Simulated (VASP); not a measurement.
Wanted: the native input for a VASP 6.6.1 run.

| Property | Result |
| --- | --- |
| Task | single point |
| Functional | PBE |
| Potentials or basis | VASP PAW PBE potentials, release 64 (Y_sv, Sb, S) |
| Cutoff | 520 eV |
| k mesh | 4 × 4 × 2 |
| Occupations | gaussian, width 0.1 eV |
| Spin | no spin polarisation |
| Dipole correction | no |
| Further INCAR settings | ALGO = Normal; EDIFF = 1e-07; NBANDS = 32 |

The structure of YSbS5 lies in POSCAR:

```
YSbS5
1.0
    4.4556692400      0.0000000000      0.0000000000
    0.0000000000      4.4556692400      0.0000000000
    0.0000000000      0.0000000000      8.0028752700
Y Sb S
1 1 5
Direct
    0.0000000000      0.0000000000      0.5000000000
    0.5000000000      0.5000000000      0.0000000000
    0.0000000000      0.0000000000      0.0000000000
    0.5000000000      0.0000000000      0.7029939900
    0.0000000000      0.5000000000      0.7029939900
    0.5000000000      0.0000000000      0.2970060100
    0.0000000000      0.5000000000      0.2970060100
```

These files were run (other wordings do the same):

INCAR

```
ALGO = Normal
EDIFF = 1E-7
ENCUT = 520
GGA = PE
ISIF = 2
ISMEAR = 0
LASPH = T
LCHARG = T
LELF = T
LREAL = F
LVHAR = T
LWAVE = F
NBANDS = 32
NELM = 80
PREC = Accurate
SIGMA = 0.1
```

KPOINTS

```
k-points
0
Gamma
  4 4 2
```

Potentials or basis: VASP PAW PBE potentials, release 64 (Y_sv, Sb, S).

Run with:

```bash
$ cat potpaw_PBE.64/Y_sv/POTCAR potpaw_PBE.64/Sb/POTCAR potpaw_PBE.64/S/POTCAR > POTCAR
$ mpirun -np 1 vasp_std > vasp.out
```

It gave:

```
Pressure               : -3.2 GPa
Largest force          : 0.540 eV/Å
Band gap on the k mesh : zero (band 23 reaches 5.17 eV, above the bottom of band 24 at 3.92 eV)
```

Caveat: the k points lie up to 0.39 Å⁻¹ apart; spin-orbit coupling is left out, which moves the levels of the heavy elements.

It took 74 s on 1 thread of Intel(R) Xeon(R) Platinum 8259CL CPU @ 2.50GHz (Skylake/Cascade Lake), on a shared host, peak memory 0.3 GiB.
